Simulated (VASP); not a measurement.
Here is a VASP 6.6.1 calculation.

The input INCAR:

```
ALGO     = Normal         # electronic algorithm
EDIFF    = 1E-7           # SCF threshold, eV
EDIFFG   = -0.005         # ionic threshold
ENCUT    = 600            # plane-wave cutoff, eV
GGA      = PE             # functional
GGA_COMPAT= False        
IBRION   = 2              # ionic algorithm
ISIF     = 3              # what is computed and relaxed
ISMEAR   = 0              # smearing method
LASPH    = True           # aspherical terms in the spheres
LCHARG   = False          # write CHGCAR
LREAL    = False          # projectors in reciprocal space
LWAVE    = False          # write WAVECAR
NELM     = 120            # most SCF steps
NELMIN   = 4            
NSW      = 80             # ionic steps
PREC     = Accurate       # precision mode
PSTRESS  = 60.0         
SIGMA    = 0.01           # smearing width, eV
```

Contents of KPOINTS:

```
k-points
0
Gamma
  8 8 8
```

File POSCAR:

```
GaN
1.0
    0.0000000000      2.2535005000      2.2535005000
    2.2535005000      0.0000000000      2.2535005000
    2.2535005000      2.2535005000      0.0000000000
Ga N
1 1
Direct
    0.0000000000      0.0000000000      0.0000000000
    0.2500000000      0.2500000000      0.2500000000
```

Potentials or basis: VASP PAW PBE potentials, release 64 (Ga_d, N).

The run is started by

```sh
$ cat potpaw_PBE.64/Ga_d/POTCAR potpaw_PBE.64/N/POTCAR > POTCAR
$ mpirun -np 1 vasp_std > vasp.out
```

Q: Estimate the band gap on the k mesh.

A: 1.76 eV.

Q: Estimate the relaxed volume.

A: 11.38 Å³/atom.

Q: Predict the space group after relaxing (to 0.1 Å).

A: F-43m (No. 216).

Q: Predict the relaxed cell.

A: a = 3.181 Å, b = 3.181 Å, c = 3.181 Å, α = 60.00°, β = 60.00°, γ = 60.00°.

Final structure:
```cif
data_structure
_symmetry_space_group_name_H-M 'P 1'
_symmetry_Int_Tables_number 1
_cell_length_a 3.1807
_cell_length_b 3.1807
_cell_length_c 3.1807
_cell_angle_alpha 60.000
_cell_angle_beta 60.000
_cell_angle_gamma 60.000
_cell_volume 22.75
loop_
_atom_site_label
_atom_site_type_symbol
_atom_site_fract_x
_atom_site_fract_y
_atom_site_fract_z
_atom_site_occupancy
Ga1 Ga 0.00000 0.00000 0.00000 1
N1 N 0.25000 0.25000 0.25000 1
```

Caveat: the cell is relaxed towards a set pressure, so the run minimises the enthalpy, not the energy.
